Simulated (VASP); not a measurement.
Write the native input for VASP 6.6.1 that does the following.

```
Task                   : single point
Functional             : PBEsol
Potentials or basis    : VASP PAW PBE potentials, release 64 (W_sv, C)
Cutoff                 : 520 eV
k mesh                 : 10 × 10 × 10
Occupations            : fermi-dirac, width 0.05 eV
Spin                   : no spin polarisation
Dipole correction      : no
Further INCAR settings : ALGO = Normal; EDIFF = 1e-06; NBANDS = 16
```

The structure of WC lies in POSCAR:

```
WC
1.0
    0.0000000000      2.1547831730      2.1547831730
    2.1547831730      0.0000000000      2.1547831730
    2.1547831730      2.1547831730      0.0000000000
W C
1 1
Direct
    0.0000000000      0.0000000000      0.0000000000
    0.5000000000      0.5000000000      0.5000000000
```

The input as run:

INCAR

```
SYSTEM = WC
PREC = Accurate ; ENCUT = 520
EDIFF = 1E-6 ; ISMEAR = -1
SIGMA = 0.05 ; LREAL = .FALSE.
LASPH = .TRUE. ; NELM = 100
ALGO = Normal ; ISIF = 2
LWAVE = .FALSE. ; LCHARG = .TRUE.
GGA = PS ; LELF = .TRUE.
LVHAR = .TRUE. ; NBANDS = 16
```

KPOINTS

```
Automatic mesh
0
G
  10 10 10
  0 0 0
```

Potentials or basis: VASP PAW PBE potentials, release 64 (W_sv, C).

Launch:

```bash
$ cat potpaw_PBE.64/W_sv/POTCAR potpaw_PBE.64/C/POTCAR > POTCAR
$ mpirun -np 1 vasp_std > vasp.out
```

It gave:

```yaml
Pressure: 11.3 GPa
Band_gap_on_the_k_mesh: zero (band 9 reaches 14.23 eV, above the bottom of band 10 at 10.78 eV)
```

Caveat: the PAW data sets were made with another functional, which shifts forces and pressure a little; spin-orbit coupling is left out, which moves the levels of the heavy elements.

Wall time 5.7 s on 1 thread of Intel(R) Xeon(R) 6975P-C (Granite Rapids), with other jobs on the host, peak memory 0.14 GiB.
